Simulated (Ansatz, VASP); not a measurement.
**Na2S: VASP beside Ansatz**

File INCAR:

```
SYSTEM = Na2S
PREC = Accurate ; ENCUT = 500
EDIFF = 1E-6 ; ISMEAR = 0
SIGMA = 0.01 ; LREAL = .False.
LASPH = .True. ; NELM = 120
ALGO = Normal ; ISIF = 2
LWAVE = .False. ; LCHARG = .True.
GGA = PE ; LELF = .True.
LVHAR = .True. ; NBANDS = 17
GGA_COMPAT = .False.
```

The input KPOINTS:

```
Automatic mesh
0
Gamma
  5 5 5
  0 0 0
```

The input POSCAR:

```
Na2S
1.0
    0.0000000000      3.3995258885      3.3995258885
    3.3995258885      0.0000000000      3.3995258885
    3.3995258885      3.3995258885      0.0000000000
Na S
2 1
Direct
    0.2500000000      0.2500000000      0.2500000000
    0.7500000000      0.7500000000      0.7500000000
    0.0000000000      0.0000000000      0.0000000000
```

Input for Ansatz:

```yaml
crystal:
  lattice:
    - [0.0, 3.3995258884819175, 3.3995258884819175]
    - [3.3995258884819175, 0.0, 3.3995258884819175]
    - [3.3995258884819175, 3.3995258884819175, 0.0]
  atoms:
    - { symbol: Na, position: [0.25, 0.25, 0.25] }
    - { symbol: Na, position: [0.75, 0.75, 0.75] }
    - { symbol: S, position: [0.0, 0.0, 0.0] }
basis:
  ecutwfc: 500.0
kpoints:
  mp_grid:
    grid: [5, 5, 5]
hamiltonian:
  xc: pbe
  pseudopotentials:
    kind: paw
scf:
  occupations:
    method: fixed
output:
  stress: true
```

Alike in both runs: task single point; functional PBE; k mesh 5 × 5 × 5; no spin polarisation.

|  | VASP | Ansatz |
| --- | --- | --- |
| version | VASP 6.6.1 | Ansatz 0.2.0 |
| potentials or method | VASP PAW PBE potentials, release 64 (Na_pv, S), cutoff 500 eV | plane waves, PAW |
| occupations | gaussian, width 0.01 eV | fixed |
| valence electrons in the cell | 20 | 24 |

```csv
,VASP,Ansatz,Ansatz less VASP
pressure (GPa),-2.4,-2.3,+0.03
```

VASP's potentials hold 20 valence electrons a cell and Ansatz's 24, so a difference there can come from the potentials and not from the codes.
